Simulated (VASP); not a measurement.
# Ti (P2/m) in VASP: relaxation of the atoms with PBEsol

Aim: the relaxation of the atoms of Ti with PBEsol.

Program: VASP 6.6.1. These are calculated values, not measurements. Logs are shortened: lines on timing, memory, paths and dates and some standing lists are left out, and cuts for length are marked.

### Step 1. The cell of the first run

The structure is monoclinic, space group P2/m (No. 10). Conventional cell: a = 4.488 Å, b = 2.826 Å, c = 4.568 Å, α = 90.00°, β = 118.27°, γ = 90.00°. Within 3.4 Å of Ti (site symmetry m) lie 11 Ti at 2.59 to 3.03 Å. Ti (site symmetry 2/m) has 14 Ti at 2.83 to 3.03 Å within 3.7 Å.

### Step 2. Relaxation of the atoms, PBEsol

The input, INCAR:

```
  PREC = Accurate
  ENCUT = 520
  EDIFF = 1E-7
  ISMEAR = -1
  SIGMA = 0.05
  LREAL = False
  LASPH = True
  NELM = 80
  ALGO = Fast
  ISIF = 2
  LWAVE = False
  LCHARG = False
  GGA = PS
  IBRION = 2
  NSW = 60
  EDIFFG = -0.01
```

The input, KPOINTS:

```
regular mesh
0
Gamma
  6 6 8
```

The input, POSCAR:

```
Ti
1.0
    4.5673748306      0.0913474966      0.0000000000
   -2.2045781627      3.9097888836      0.0000000000
    0.0000000000      0.0000000000      2.8262442700
Ti
3
Direct
    0.6666666667      0.3333333333      0.5000000000
    0.3333333333      0.6666666667      0.5000000000
    0.0000000000      0.0000000000      0.0000000000
```

Potentials or basis: VASP PAW PBE potentials, release 64 (Ti_sv).

Run with:

```sh
$ cat potpaw_PBE.64/Ti_sv/POTCAR > POTCAR
$ mpirun -np 1 vasp_std > vasp.out
```

OUTCAR:

```text
PREC = Accurate
   ENCUT = 520
   EDIFF = 1E-7
   ISMEAR = -1
   LREAL = False
   LASPH = True
   NELM = 80
   ISIF = 2
   GGA = PS
   IBRION = 2
   NSW = 60
   EDIFFG = -0.01

 ion  position               nearest neighbor table
   1  0.667  0.333  0.500-   2 2.59   2 2.64   2 2.68
   2  0.333  0.667  0.500-   1 2.59   1 2.64   1 2.68
   3  0.000  0.000  0.000-

  Warning from LATTYP: Monoclinic adjustment (A1->A3, A2->A1, A3->A2)!
  LATTYP: Found a simple monoclinic cell.
 ALAT       =     4.4884979659
 B/A-ratio  =     0.6296637074
 C/A-ratio  =     1.0177766034
 COS(beta)  =    -0.4736455831

  Lattice vectors:

 A1 = (  -2.2045781627,   3.9097888836,   0.0000000000)
 A2 = (   0.0000000000,   0.0000000000,   2.8262442700)
 A3 = (   4.5673748306,   0.0913474966,   0.0000000000)

Analysis of symmetry for initial positions (statically):
=====================================================================
 Subroutine PRICEL returns:
 Original cell was already a primitive cell.

 Routine SETGRP: Setting up the symmetry group for a
 simple monoclinic supercell.

 Subroutine GETGRP returns: Found  4 space group operations
 (whereof  4 operations were pure point group operations)
 out of a pool of  4 trial point group operations.

The static configuration has the point symmetry C_2h.

Analysis of symmetry for dynamics (positions and initial velocities):
=====================================================================
 Subroutine PRICEL returns:
 Original cell was already a primitive cell.

 Routine SETGRP: Setting up the symmetry group for a
 simple monoclinic supercell.

 Subroutine GETGRP returns: Found  4 space group operations
 (whereof  4 operations were pure point group operations)
 out of a pool of  4 trial point group operations.

The dynamic configuration has the point symmetry C_2h.

 Subroutine INISYM returns: Found  4 space group operations
 (whereof  4 operations are pure point group operations),
 and found     1 'primitive' translations

[... 118 lines left out ...]
  Fermi-wavevector in a.u.,A,eV,Ry     =   1.457278  2.753856 28.894132  2.123659
  Thomas-Fermi vector in A             =   2.574098
   LORBIT       =      0    0 simple, 1 ext, 2 COOP (PROOUT), +10 PAW based schemes
   GGA     = PS    functional components
   LHFCALC =     F    Hartree Fock is set to
   AEXX    =    0.0000 exact exchange contribution
   IVDW    =     0    specifies the selected vdW correction
   LEPSILON=     F    determine dielectric tensor
   LRPA    =     F    only Hartree local field effects (RPA)
 conjugate gradient relaxation of ions
 non-spin polarized calculation
 RMM-DIIS sequential band-by-band and
  energy-cutoff  :      520.00
  volume of cell :       51.04
 maximum number of plane-waves:      1398
 NGX is ok and might be reduce to    36
   NGX = 17   NGY = 17   NGZ = 11

--------------------------------------- Ionic step        1  -------------------------------------------

 number of electron      35.9999995 magnetization

 Free energy of the ion-electron system (eV)
  ---------------------------------------------------
  ext. energy  EPLUGINS =         0.00000000
  ---------------------------------------------------
  free energy    TOTEN  =       -25.02874963 eV

  energy without entropy =      -25.00233114  energy(sigma->0) =      -25.01554039

------------------------ aborting loop EDIFF was not reached (unconverged)  ----------------------------

  FORCE on cell =-STRESS in cart. coord.  units (eV):
  Direction    XX          YY          ZZ          XY          YZ          ZX
  --------------------------------------------------------------------------------------
  -------------------------------------------------------------------------------------
  Total       -1.2034364     -1.2715037     -1.2272286     -0.6540881      0.0000000      0.0000000
  in kB      -37.7775561    -39.9142829    -38.5244259    -20.5327407      0.0000000      0.0000000
  external PRESSURE =     -38.7387550 kB  Pullay stress =       0.0000000 kB
[... 24 lines left out ...]
--------------------------------------- Ionic step        2  -------------------------------------------

 number of electron      35.9999995 magnetization

------------------------ aborting loop because EDIFF is reached ----------------------------------------

  FORCE on cell =-STRESS in cart. coord.  units (eV):
  Direction    XX          YY          ZZ          XY          YZ          ZX
  --------------------------------------------------------------------------------------
  -------------------------------------------------------------------------------------
  Total       -1.1654300     -1.2299948     -1.1861784     -0.6533571      0.0000000      0.0000000
  in kB      -36.5844816    -38.6112609    -37.2358034    -20.5097935      0.0000000      0.0000000
  external PRESSURE =     -37.4771820 kB  Pullay stress =       0.0000000 kB
[... 24 lines left out ...]
--------------------------------------- Ionic step        3  -------------------------------------------

 number of electron      35.9999995 magnetization

 Free energy of the ion-electron system (eV)
  ---------------------------------------------------
  ext. energy  EPLUGINS =         0.00000000
  ---------------------------------------------------
  free energy    TOTEN  =       -25.02892799 eV

  energy without entropy =      -25.00251094  energy(sigma->0) =      -25.01571947

 E-fermi :   8.3130     XC(G=0): -11.7337

 val. band max:        8.2979599704   @ k =   0.1667   0.3333   0.0000
 cond. band min:       8.3141329395   @ k =   0.5000   0.3333   0.0000
 fundamental gap:      0.0161729691
 Fermi energy:         8.3130011875

 k-point     1 :       0.0000    0.0000    0.0000
  band No.  band energies     occupation
      1     -48.3243      2.00000
      2     -48.0731      2.00000
      3     -47.9019      2.00000
      4     -24.7456      2.00000
      5     -24.7357      2.00000
      6     -24.6799      2.00000
[... 589 lines left out ...]
     21       9.0282      0.00000
     22       9.5371      0.00000

 [... further k-points ...]

------------------------ aborting loop because EDIFF is reached ----------------------------------------

  FORCE on cell =-STRESS in cart. coord.  units (eV):
  Direction    XX          YY          ZZ          XY          YZ          ZX
  --------------------------------------------------------------------------------------
  -------------------------------------------------------------------------------------
  Total       -1.1709750     -1.2283295     -1.1852961     -0.6507162      0.0000000      0.0000000
  in kB      -36.7585453    -38.5589826    -37.2081050    -20.4268927      0.0000000      0.0000000
  external PRESSURE =     -37.5085443 kB  Pullay stress =       0.0000000 kB
[... 18 lines left out ...]
  FREE ENERGIE OF THE ION-ELECTRON SYSTEM (eV)
  ---------------------------------------------------
  free  energy   TOTEN  =       -25.0289279899 eV

  energy  without entropy=      -25.0025109433  energy(sigma->0) =      -25.01571947

 reached required accuracy - stopping structural energy minimisation
```

OSZICAR:

```text
N       E                     dE             d eps       ncg     rms          rms(c)
DAV:   1     0.424549859286E+03    0.42455E+03   -0.19129E+04  4400   0.204E+03
DAV:   2     0.221591156186E+02   -0.40239E+03   -0.39838E+03  4418   0.568E+02
DAV:   3    -0.243102005419E+02   -0.46469E+02   -0.45684E+02  8468   0.163E+02
[... 105 lines left out ...]
RMM:  12    -0.250289275600E+02   -0.21674E-06   -0.24216E-06  5065   0.847E-03    0.720E-05
RMM:  13    -0.250289277081E+02   -0.14812E-06   -0.17185E-06  4618   0.747E-03    0.654E-05
RMM:  14    -0.250289278328E+02   -0.12461E-06   -0.14452E-06  4416   0.665E-03    0.103E-04
RMM:  15    -0.250289279177E+02   -0.84899E-07   -0.10268E-06  4128   0.595E-03    0.127E-04
RMM:  16    -0.250289279899E+02   -0.72232E-07   -0.88723E-07  4063   0.543E-03
   3 F= -.25028928E+02 E0= -.25015719E+02  d E =-.178358E-03
```

It took 13 min on 1 thread of Intel Xeon Platinum 8488C (Sapphire Rapids), shared host; peak memory 0.23 GiB.

What came out:

```yaml
Free_energy: -25.0289 eV
Energy_gained_by_relaxing: 0.1 meV/atom
Ionic_steps: 3
Pressure_after_relaxing: -3.8 GPa
Band_gap_on_the_k_mesh: zero (bands 18 and 19 overlap by 0.27 eV)
```

Step by step:
```
step  energy change (eV)  largest force (eV/Å)  pressure (GPa)
   1              0.0000                0.0237           -3.87
   2             -0.0001                0.0154           -3.75
   3             -0.0002                0.0016           -3.75
```

Final structure:
```
CELL_PARAMETERS angstrom
4.56737 0.09135 0.00000
-2.20458 3.90979 0.00000
0.00000 0.00000 2.82624
ATOMIC_POSITIONS crystal
Ti 0.66638 0.33388 0.50000
Ti 0.33362 0.66612 0.50000
Ti 0.00000 0.00000 0.00000
```

Caveat: the PAW data sets were made with another functional, which shifts forces and pressure a little.
